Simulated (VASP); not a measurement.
# H6CNF (P1) in VASP: relaxation of the atoms with PBEsol

Aim: the relaxation of the atoms of H6CNF with PBEsol.

Program: VASP 6.6.1. These are calculated values, not measurements. Logs are shortened: lines on timing, memory, paths and dates and some standing lists are left out, and cuts for length are marked.

### 1 The cell of the first run

The typed cell holds 9 atoms: a = 5.236 Å, b = 5.236 Å, c = 5.236 Å, α = 50.73°, β = 50.73°, γ = 50.73°.

### 2 Relaxation of the atoms, PBEsol

INCAR reads:

```
ALGO = Normal ; EDIFF = 1E-6
EDIFFG = -0.01 ; ENCUT = 520
GGA = PS ; IBRION = 2
ISIF = 2 ; ISMEAR = 0
LASPH = T ; LCHARG = F
LREAL = F ; LWAVE = F
NELM = 100 ; NSW = 80
PREC = Accurate ; SIGMA = 0.01
```

KPOINTS reads:

```
k-points
0
Gamma
  4 4 4
```

POSCAR reads:

```
H6CNF
1.0
    2.2432749300      1.2951553800      4.5507537700
   -2.2432749300      1.2951553800      4.5507537700
    0.0000000000     -2.5903107600      4.5507537700
H C N F
6 1 1 1
Direct
    0.7714710000      0.3857690000      0.7714710000
    0.3857690000      0.7714710000      0.7714710000
    0.3484710000      0.3484710000      0.7456030000
    0.7890496600      0.7667608100      0.3729005300
    0.7456030000      0.3484710000      0.3484710000
    0.3484710000      0.7456030000      0.3484710000
    0.5084790000      0.5084790000      0.5084790000
    0.6171710000      0.6171710000      0.6171710000
    0.0016290000      0.0016290000      0.0016290000
```

Potentials or basis: VASP PAW PBE potentials, release 64 (H, C, N, F).

Started as:

```console
cat potpaw_PBE.64/H/POTCAR potpaw_PBE.64/C/POTCAR potpaw_PBE.64/N/POTCAR potpaw_PBE.64/F/POTCAR > POTCAR
mpirun -np 1 vasp_std > vasp.out
```

OUTCAR:

```text
EDIFF = 1E-6
   EDIFFG = -0.01
   ENCUT = 520
   GGA = PS
   IBRION = 2
   ISIF = 2
   ISMEAR = 0
   LASPH = T
   LREAL = F
   NELM = 100
   NSW = 80
   PREC = Accurate

 ion  position               nearest neighbor table
   1  0.771  0.386  0.771-   8 1.06
   2  0.386  0.771  0.771-   8 1.06
   3  0.348  0.348  0.746-   7 1.10
   4  0.789  0.767  0.373-   8 1.11
   5  0.746  0.348  0.348-   7 1.10
   6  0.348  0.746  0.348-   7 1.10
   7  0.508  0.508  0.508-   3 1.10   5 1.10   6 1.10   8 1.48
   8  0.617  0.617  0.617-   1 1.06   2 1.06   4 1.11   7 1.48
   9  0.002  0.002  0.002-

  LATTYP: Found a trigonal (rhomboedric) cell.
 ALAT       =     5.2363221583
 COS(alpha) =     0.6329355840

  Lattice vectors:

 A1 = (   2.2432749300,   1.2951553800,   4.5507537700)
 A2 = (  -2.2432749300,   1.2951553800,   4.5507537700)
 A3 = (   0.0000000000,  -2.5903107600,   4.5507537700)

Analysis of symmetry for initial positions (statically):
=====================================================================
 Subroutine PRICEL returns:
 Original cell was already a primitive cell.

 Routine SETGRP: Setting up the symmetry group for a
 trigonal (rhombohedral) supercell.

 Subroutine GETGRP returns: Found  1 space group operations
 (whereof  1 operations were pure point group operations)
 out of a pool of 12 trial point group operations.

The static configuration has the point symmetry C_1 .

Analysis of symmetry for dynamics (positions and initial velocities):
=====================================================================
 Subroutine PRICEL returns:
 Original cell was already a primitive cell.

 Routine SETGRP: Setting up the symmetry group for a
 trigonal (rhombohedral) supercell.

 Subroutine GETGRP returns: Found  1 space group operations
 (whereof  1 operations were pure point group operations)
 out of a pool of 12 trial point group operations.

The dynamic configuration has the point symmetry C_1 .

 Subroutine INISYM returns: Found  1 space group operations
 (whereof  1 operations are pure point group operations),
 and found     1 'primitive' translations

----------------------------------------------------------------------------------------

                                     Primitive cell

  volume of cell :      79.3303

  direct lattice vectors                    reciprocal lattice vectors
     2.243274930  1.295155380  4.550753770     0.222888418  0.128684689  0.073247939
    -2.243274930  1.295155380  4.550753770    -0.222888418  0.128684689  0.073247939
     0.000000000 -2.590310760  4.550753770     0.000000000 -0.257369377  0.073247939

  length of vectors
     5.236322158  5.236322158  5.236322155     0.267589717  0.267589717  0.267589717

  position of ions in fractional coordinates (direct lattice)
     0.771471000  0.385769000  0.771471000
     0.385769000  0.771471000  0.771471000
     0.348471000  0.348471000  0.745603000
     0.789049660  0.766760810  0.372900530
     0.745603000  0.348471000  0.348471000
     0.348471000  0.745603000  0.348471000
     0.508479000  0.508479000  0.508479000
     0.617171000  0.617171000  0.617171000
     0.001629000  0.001629000  0.001629000

  ion indices of the primitive-cell ions
   primitive index   ion index
                 1           1
                 2           2
                 3           3
                 4           4
                 5           5
                 6           6
                 7           7
                 8           8
                 9           9

----------------------------------------------------------------------------------------

 KPOINTS: k-points

Automatic generation of k-mesh.
 Grid dimensions read from file:
 generate k-points for:    4    4    4

 Generating k-lattice:

  Cartesian coordinates                     Fractional coordinates (reciprocal lattice)
     0.055722104  0.032171172  0.018311985     0.250000000  0.000000000  0.000000000
    -0.055722104  0.032171172  0.018311985     0.000000000  0.250000000  0.000000000
     0.000000000 -0.064342344  0.018311985     0.000000000  0.000000000  0.250000000

  Length of vectors
     0.066897429  0.066897429  0.066897429

  Shift w.r.t. Gamma in fractional coordinates (k-lattice)
     0.000000000  0.000000000  0.000000000

 Subroutine IBZKPT returns following result:
 ===========================================

 Found     36 irreducible k-points:

 Following reciprocal coordinates:
            Coordinates               Weight
  0.000000  0.000000  0.000000      1.000000
  0.250000 -0.000000 -0.000000      2.000000
 -0.000000  0.250000 -0.000000      2.000000
 -0.000000 -0.000000  0.250000      2.000000
  0.500000 -0.000000 -0.000000      1.000000
 -0.000000  0.500000 -0.000000      1.000000
[... 16 lines left out ...]
  0.250000  0.250000  0.250000      2.000000
  0.500000  0.250000  0.250000      2.000000
 [... further k-points ...]
   k-points           NKPTS =     36   k-points in BZ     NKDIM =     36   number of bands    NBANDS=     16
   number of dos      NEDOS =    301   number of ions     NIONS =      9
   total plane-waves  NPLWV =  64000
   dimension x,y,z NGX =    40 NGY =   40 NGZ =   40
   dimension x,y,z NGXF=    80 NGYF=   80 NGZF=   80
   ions per type =               6   1   1   1
   NGX,Y,Z   is equivalent  to a cutoff of  12.70, 12.70, 12.70 a.u.
   NGXF,Y,Z  is equivalent  to a cutoff of  25.40, 25.40, 25.40 a.u.
 SYSTEM =  unknown system
   PREC   = accura    normal or accurate (medium, high low for compatibility)
   ISTART =      0    job   : 0-new  1-cont  2-samecut
   ICHARG =      2    charge: 1-file 2-atom 10-const
   ISPIN  =      1    spin polarized calculation?
   LNONCOLLINEAR =      F non collinear calculations
   LSORBIT =      F    spin-orbit coupling
   LASPH  =      T    aspherical Exc in radial PAW
   ENCUT  =  520.0 eV  38.22 Ry    6.18 a.u.   9.74  9.74  9.74*2*pi/ulx,y,z
   NELM   =    100;   NELMIN=  2; NELMDL= -5     # of ELM steps
   EDIFF  = 0.1E-05   stopping-criterion for ELM
   LREAL  =      F    real-space projection
   EDIFFG = -.1E-01   stopping-criterion for IOM
   NSW    =     80    number of steps for IOM
   IBRION =      2    ionic relax: 0-MD 1-quasi-New 2-CG
   NFREE  =      1    steps in history (QN), initial steepest desc. (CG)
   ISIF   =      2    stress and relaxation
   ISYM   =      2    0-nonsym 1-usesym 2-fastsym
   POTIM  = 0.5000    time-step for ionic-motion
   TEBEG  =    0.0;   TEEND  =   0.0 temperature during run
   PSTRESS=    0.0 pullay stress
   NELECT =      22.0000    total number of electrons
   NUPDOWN=      -1.0000    fix difference up-down
   EMIN   =  10.00;   EMAX   =-10.00  energy-range for DOS
   EFERMI =   0.00;   METHOD = LEGACY
   ISMEAR =     0;   SIGMA  =   0.01  broadening in eV -4-tet -1-fermi 0-gaus
   EFERMI_NEDOS =   21; number of points for ismear=-14 and -15
   IALGO  =     38    algorithm
   IMIX   =      4    mixing-type and parameters
     AMIX     =   0.40;   BMIX     =  1.00
     AMIX_MAG =   1.60;   BMIX_MAG =  1.00
  volume/ion in A,a.u.               =       8.81        59.48
  Fermi-wavevector in a.u.,A,eV,Ry     =   1.067586  2.017444 15.507093  1.139739
  Thomas-Fermi vector in A             =   2.203207
   LORBIT       =      0    0 simple, 1 ext, 2 COOP (PROOUT), +10 PAW based schemes
   GGA     = PS    functional components
   LHFCALC =     F    Hartree Fock is set to
   AEXX    =    0.0000 exact exchange contribution
   IVDW    =     0    specifies the selected vdW correction
   LEPSILON=     F    determine dielectric tensor
   LRPA    =     F    only Hartree local field effects (RPA)
 conjugate gradient relaxation of ions
 non-spin polarized calculation
 Gauss-broadening in eV      SIGMA  =   0.01
  energy-cutoff  :      520.00
  volume of cell :       79.33
 maximum number of plane-waves:      2152
 NGX is ok and might be reduce to    40
   NGX = 19   NGY = 19   NGZ = 19

--------------------------------------- Ionic step        1  -------------------------------------------

 number of electron      22.0000002 magnetization

 Free energy of the ion-electron system (eV)
  ---------------------------------------------------
  ext. energy  EPLUGINS =         0.00000000
  ---------------------------------------------------
  free energy    TOTEN  =       -45.76490228 eV

  energy without entropy =      -45.76490228  energy(sigma->0) =      -45.76490228

------------------------ aborting loop because EDIFF is reached ----------------------------------------

  FORCE on cell =-STRESS in cart. coord.  units (eV):
  Direction    XX          YY          ZZ          XY          YZ          ZX
  --------------------------------------------------------------------------------------
  -------------------------------------------------------------------------------------
  Total       -0.2367407     -1.5746510     -0.5251613     -0.2125555     -0.3375421     -0.0841776
  in kB       -4.7812841    -31.8021105    -10.6063105     -4.2928318     -6.8170989     -1.7000762
  external PRESSURE =     -15.7299017 kB  Pullay stress =       0.0000000 kB
[... 110 lines left out ...]
  FREE ENERGIE OF THE ION-ELECTRON SYSTEM (eV)
  ---------------------------------------------------
  free  energy   TOTEN  =       -45.7848855651 eV

  energy  without entropy=      -45.7848855651  energy(sigma->0) =      -45.78488557

[... ionic steps 4 to 17 ...]

--------------------------------------- Ionic step       18  -------------------------------------------

 number of electron      22.0000002 magnetization

------------------------ aborting loop because EDIFF is reached ----------------------------------------

  FORCE on cell =-STRESS in cart. coord.  units (eV):
  Direction    XX          YY          ZZ          XY          YZ          ZX
  --------------------------------------------------------------------------------------
  -------------------------------------------------------------------------------------
  Total       -0.8711704     -0.8836949     -0.3929180      0.0020108      0.0001882      0.0177038
  in kB      -17.5944109    -17.8473589     -7.9354856      0.0406112      0.0038011      0.3575511
  external PRESSURE =     -14.4590852 kB  Pullay stress =       0.0000000 kB
[... 71 lines left out ...]
  energy  without entropy=      -45.7936784639  energy(sigma->0) =      -45.79367846

--------------------------------------- Ionic step       20  -------------------------------------------

 number of electron      22.0000002 magnetization

 Free energy of the ion-electron system (eV)
  ---------------------------------------------------
  ext. energy  EPLUGINS =         0.00000000
  ---------------------------------------------------
  free energy    TOTEN  =       -45.79369292 eV

  energy without entropy =      -45.79369292  energy(sigma->0) =      -45.79369292

 E-fermi :  -3.1680     XC(G=0):  -7.3814

 val. band max:       -3.2471106264   @ k =  -0.0000  -0.0000   0.5000
 cond. band min:       2.7828118730   @ k =   0.0000   0.0000   0.0000
 fundamental gap:      6.0299224994
 Fermi energy:        -3.1679712832

 k-point     1 :       0.0000    0.0000    0.0000
  band No.  band energies     occupation
      1     -22.5179      2.00000
      2     -19.2752      2.00000
      3     -12.9436      2.00000
      4      -9.1307      2.00000
      5      -9.1301      2.00000
      6      -7.6421      2.00000
[... 8 lines left out ...]
     15       6.9626      0.00000
     16       8.0919      0.00000
[... 420 lines left out ...]
  band No.  band energies     occupation
      1     -22.4662      2.00000
      2     -19.3405      2.00000
      3     -13.0595      2.00000
      4      -9.1480      2.00000
      5      -9.1053      2.00000
      6      -7.3717      2.00000
[... 8 lines left out ...]
     15       7.9858      0.00000
     16       8.1219      0.00000

 [... further k-points ...]

------------------------ aborting loop because EDIFF is reached ----------------------------------------

  FORCE on cell =-STRESS in cart. coord.  units (eV):
  Direction    XX          YY          ZZ          XY          YZ          ZX
  --------------------------------------------------------------------------------------
  -------------------------------------------------------------------------------------
  Total       -0.8870620     -0.8935211     -0.3967449     -0.0019559     -0.0004796      0.0034181
  in kB      -17.9153618    -18.0458128     -8.0127760     -0.0395024     -0.0096857      0.0690323
  external PRESSURE =     -14.6579835 kB  Pullay stress =       0.0000000 kB
[... 24 lines left out ...]
  FREE ENERGIE OF THE ION-ELECTRON SYSTEM (eV)
  ---------------------------------------------------
  free  energy   TOTEN  =       -45.7936929242 eV

  energy  without entropy=      -45.7936929242  energy(sigma->0) =      -45.79369292

 reached required accuracy - stopping structural energy minimisation
```

Wall time 6 min (1 thread of AMD EPYC 7R13 (Zen 3), shared host); peak memory 0.23 GiB.

What came out:

```
Free energy                  : -45.7937 eV
Energy gained by relaxing    : 3.2 meV/atom
Ionic steps                  : 20
Pressure after relaxing      : -1.5 GPa
Largest force after relaxing : 0.009 eV/Å
Band gap on the k mesh       : 6.03 eV (least direct gap 6.47 eV)
```

Forces on the atoms (eV/Å):
```
H    0.005  0.001 -0.002
H    0.001 -0.001  0.001
H   -0.001  0.009 -0.002
H   -0.003  0.007 -0.001
H   -0.001  0.000  0.006
H    0.001 -0.001 -0.003
C    0.004 -0.005  0.000
N   -0.004 -0.006  0.001
F    0.000 -0.004  0.002
```

The path:
```csv
step,energy change (eV),largest force (eV/Å),pressure (GPa)
1,0.0000,1.1050,-1.57
2,0.0585,3.1119,-1.56
3,-0.0200,0.3013,-1.68
4,-0.0251,0.2428,-1.42
5,-0.0252,0.2208,-1.44
6,-0.0270,0.2471,-1.30
7,-0.0276,0.1096,-1.35
8,-0.0279,0.1209,-1.40
9,-0.0281,0.0454,-1.39
10,-0.0283,0.0375,-1.44
11,-0.0283,0.0639,-1.48
12,-0.0284,0.0344,-1.52
13,-0.0284,0.0379,-1.56
14,-0.0285,0.0311,-1.54
15,-0.0287,0.0510,-1.48
16,-0.0287,0.0243,-1.44
17,-0.0287,0.0245,-1.44
18,-0.0288,0.0148,-1.45
19,-0.0288,0.0189,-1.46
20,-0.0288,0.0090,-1.47
```

Final structure:
```
H C N F
1.0
     2.24327    1.29516    4.55075
    -2.24327    1.29516    4.55075
     0.00000   -2.59031    4.55075
H C N F
6 1 1 1
Direct
  0.77525 0.38273 0.77057
  0.38686 0.77223 0.77016
  0.34842 0.34824 0.74655
  0.77577 0.77119 0.38129
  0.74645 0.34701 0.34735
  0.34874 0.74649 0.34738
  0.50983 0.50852 0.50805
  0.61994 0.61630 0.61499
  0.00486 0.00112 0.99934
```

Caveat: the k points lie up to 0.42 Å⁻¹ apart; the PAW data sets were made with another functional, which shifts forces and pressure a little. A k mesh can miss the band edges.
